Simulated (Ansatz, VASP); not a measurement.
**One calculation of Ge, two programs**

The input INCAR:

```
  PREC = Accurate
  ENCUT = 520
  EDIFF = 1E-6
  ISMEAR = 0
  SIGMA = 0.15
  LREAL = False
  LASPH = True
  NELM = 100
  ALGO = Normal
  ISIF = 2
  LWAVE = False
  LCHARG = True
  GGA = CA
  LELF = True
  LVHAR = True
  NBANDS = 21
```

Contents of KPOINTS:

```
Automatic mesh
0
Gamma
  14 14 14
```

File POSCAR:

```
Ge
1.0
    0.0000000000      3.0550716000      2.8287700000
    3.0550716000      0.0000000000      2.8287700000
    3.0550716000      3.0550716000      0.0000000000
Ge
2
Direct
    0.5000000000      0.5000000000      0.5000000000
    0.7500000000      0.7500000000      0.7500000000
```

Input for Ansatz:

```yaml
crystal:
  lattice:
    - [0.0, 3.0550716, 2.82877]
    - [3.0550716, 0.0, 2.82877]
    - [3.0550716, 3.0550716, 0.0]
  atoms:
    - { symbol: Ge, position: [0.5, 0.5, 0.5] }
    - { symbol: Ge, position: [0.75, 0.75, 0.75] }
basis:
  ecutwfc: 420
kpoints:
  mp_grid: { grid: [14, 14, 14] }
hamiltonian:
  xc: lda
scf:
  occupations: { method: gaussian, width: 0.15 }
output:
  forces: true
  stress: true
  eigenvalues: true
```

Change from the starting cell: strain +0.080 along x and y, +0.000 along z, atoms carried along.

Alike in both runs: task single point; functional LDA; k mesh 14 × 14 × 14; occupations gaussian, width 0.15 eV; no spin polarisation.

|  | VASP | Ansatz |
| --- | --- | --- |
| version | VASP 6.6.1 | Ansatz 0.2.0 |
| potentials or method | VASP PAW LDA potentials, release 64 (Ge_d), cutoff 520 eV | scalar-relativistic, plane waves, PAW |
| valence electrons in the cell | 28 | 28 |

VASP gave:

- gap on the k mesh at the Fermi level (eV): none
- pressure (GPa): -8.1
- traceless stress, the component that is largest in VASP (GPa): 2.74

Problem. Which values does Ansatz return?

Solution. gap on the k mesh at the Fermi level (eV): none; pressure (GPa): -8.1; traceless stress, the component that is largest in VASP (GPa): 2.73.

LDA's correlation is that of Perdew and Zunger in VASP and of Perdew and Wang (1992) in Ansatz. A gap of «none» marks a metal or a gap that the smearing closes.
